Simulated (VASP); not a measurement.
Wanted: the native input for a VASP 6.6.1 run.

| Item | Value |
| --- | --- |
| Task | single point |
| Functional | LDA |
| Potentials or basis | VASP PAW LDA potentials, release 64 (Re) |
| Cutoff | 520 eV |
| k mesh | 10 × 10 × 10 |
| Occupations | methfessel-paxton, width 0.1 eV |
| Spin | no spin polarisation |
| Dipole correction | no |
| Further INCAR settings | ALGO = Normal; EDIFF = 1e-06; NBANDS = 10 |

The structure of Re lies in POSCAR:

```
Re
1.0
    2.5227704308      0.0000000000      0.0000000000
    0.0000000000      2.5227704308      0.0000000000
    0.0000000000      0.0000000000      2.5227704308
Re
1
Direct
    0.0000000000      0.0000000000      0.0000000000
```

One way to write it, as run:

INCAR

```
  PREC = Accurate
  ENCUT = 520
  EDIFF = 1E-6
  ISMEAR = 1
  SIGMA = 0.1
  LREAL = F
  LASPH = T
  NELM = 60
  ALGO = Normal
  ISIF = 2
  LWAVE = F
  LCHARG = F
  NBANDS = 10
```

KPOINTS

```
regular mesh
0
Gamma
  10 10 10
```

Potentials or basis: VASP PAW LDA potentials, release 64 (Re).

Launch:

```console
$ cat potpaw_LDA.64/Re/POTCAR > POTCAR
$ mpirun -np 1 vasp_std > vasp.out
```

It gave:

```json
{
  "Pressure": "5.2 GPa"
}
```

Wall time 4.6 s on 1 thread of Intel(R) Xeon(R) 6975P-C (Granite Rapids) (shared host), peak memory 0.12 GiB.
